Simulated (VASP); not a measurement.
A run of VASP 6.6.1 is set up as follows.

INCAR

```
ALGO = Normal
EDIFF = 1E-6
EDIFFG = -0.005
ENCUT = 600
GGA = PE
IBRION = 2
ISIF = 3
ISMEAR = -1
LASPH = T
LCHARG = F
LREAL = F
LWAVE = F
NELM = 80
NSW = 32
PREC = Accurate
PSTRESS = 2800.0
SIGMA = 0.05
```

KPOINTS

```
k-points
0
Gamma
  9 9 13
```

POSCAR

```
In
1.0
    4.0763999117      0.0000000000      0.0000000000
   -2.0381999559      3.5302658795      0.0000000000
    0.0000000000      0.0000000000      2.4339106796
In
3
Direct
    0.0000000000      0.0000000000      0.0000000000
    0.3333333333      0.6666666667      0.5000000000
    0.6666666667      0.3333333333      0.5000000000
```

Potentials or basis: VASP PAW PBE potentials, release 64 (In_d).

Run with:

```sh
$ cat potpaw_PBE.64/In_d/POTCAR > POTCAR
$ mpirun -np 1 vasp_std > vasp.out
```

(1) Estimate the space group after relaxing (to 0.1 Å).

(2) What does it give for the relaxed cell?

(3) What does it give for the relaxed volume?

Answers

(1) P6/mmm (No. 191).

(2) a = 4.078 Å, b = 4.078 Å, c = 2.435 Å, α = 90.00°, β = 90.00°, γ = 120.00°.

(3) 11.69 Å³/atom.

Caveat: the cell is relaxed towards a set pressure, so the run minimises the enthalpy, not the energy; the highest band is partly filled, so the run has too few bands.
